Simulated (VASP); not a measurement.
Wanted: the native input for a VASP 6.6.1 run.

```yaml
Task: single point
Functional: PBEsol
Potentials_or_basis: VASP PAW PBE potentials, release 64 (N)
Cutoff: 520 eV
k_mesh: 4 × 4 × 4
Occupations: fermi-dirac, width 0.02 eV
Spin: no spin polarisation
Dipole_correction: no
Further_INCAR_settings: ALGO = Normal; EDIFF = 1e-07; NBANDS = 18
```

The structure of N lies in POSCAR:

```
N
1.0
    5.6490000000      0.0282450000      0.0282450000
    0.0282450000      5.6490000000      0.0282450000
    0.0282450000      0.0282450000      5.6490000000
N
4
Direct
    0.0300000000      0.0300000000      0.0300000000
    0.4700000000      0.9700000000      0.5300000000
    0.5300000000      0.4700000000      0.9700000000
    0.9700000000      0.5300000000      0.4700000000
```

This cell differs from its parent crystal: equal xy, yz and zx shear strains of +1 %.

These files were run (other wordings do the same):

INCAR

```
ALGO = Normal
EDIFF = 1E-7
ENCUT = 520
GGA = PS
ISIF = 2
ISMEAR = -1
LASPH = True
LCHARG = False
LREAL = False
LWAVE = False
NBANDS = 18
NELM = 100
PREC = Accurate
SIGMA = 0.02
```

KPOINTS

```
k-points
0
Gamma
  4 4 4
```

Potentials or basis: VASP PAW PBE potentials, release 64 (N).

Run with:

```bash
$ cat potpaw_PBE.64/N/POTCAR > POTCAR
$ mpirun -np 1 vasp_std > vasp.out
```

Results of the run:

```yaml
Pressure: -4.1 GPa
Largest_force: 0.399 eV/Å
Band_gap_on_the_k_mesh: zero (band 10 reaches -5.30 eV, above the bottom of band 11 at -5.46 eV)
```

Caveat: the cell differs from its parent crystal (equal xy, yz and zx shear strains of +1 %); the PAW data sets were made with another functional, which shifts forces and pressure a little.

Run time: 80 s on 1 thread of AMD EPYC 7R13 (shared host), peak memory 0.22 GiB.
